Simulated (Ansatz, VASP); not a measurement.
# BeAs3: VASP beside Ansatz

```
CELL_PARAMETERS angstrom
8.11658 0.00000 0.00000
-4.05829 7.02916 0.00000
0.00000 0.00000 3.62635
ATOMIC_POSITIONS crystal
Be 0.33333 0.66667 0.25000
Be 0.66667 0.33333 0.75000
As 0.77053 0.54105 0.25000
As 0.22947 0.77053 0.75000
As 0.45895 0.22947 0.25000
As 0.22947 0.45895 0.75000
As 0.77053 0.22947 0.25000
As 0.54105 0.77053 0.75000
```

Alike in both runs: functional PBE; k mesh 3 × 3 × 6; occupations gaussian, width 0.1 eV; no spin polarisation.

Ansatz relaxed the structure, and its values are those at the end. VASP's run is a single point on that final structure, the one shown.

```csv
,VASP,Ansatz
version,VASP 6.6.1,Ansatz 0.2.0
potentials or method,"VASP PAW PBE potentials, release 64 (Be, As), cutoff 520 eV","scalar-relativistic, plane waves, PAW"
valence electrons in the cell,34,94
```

Ansatz gave:

| Property | Result |
| --- | --- |
| gap on the k mesh at the Fermi level (eV) | none |
| pressure (GPa) | -0.1 |
| rms of the force components (eV/Å) | 0.005 |

Question: Estimate VASP's values.

Answer: gap on the k mesh at the Fermi level (eV): none; pressure (GPa): 0.1; rms of the force components (eV/Å): 0.048.

A gap of «none» marks a metal or a gap that the smearing closes. VASP's potentials hold 34 valence electrons a cell and Ansatz's 94, so a difference there can come from the potentials and not from the codes.
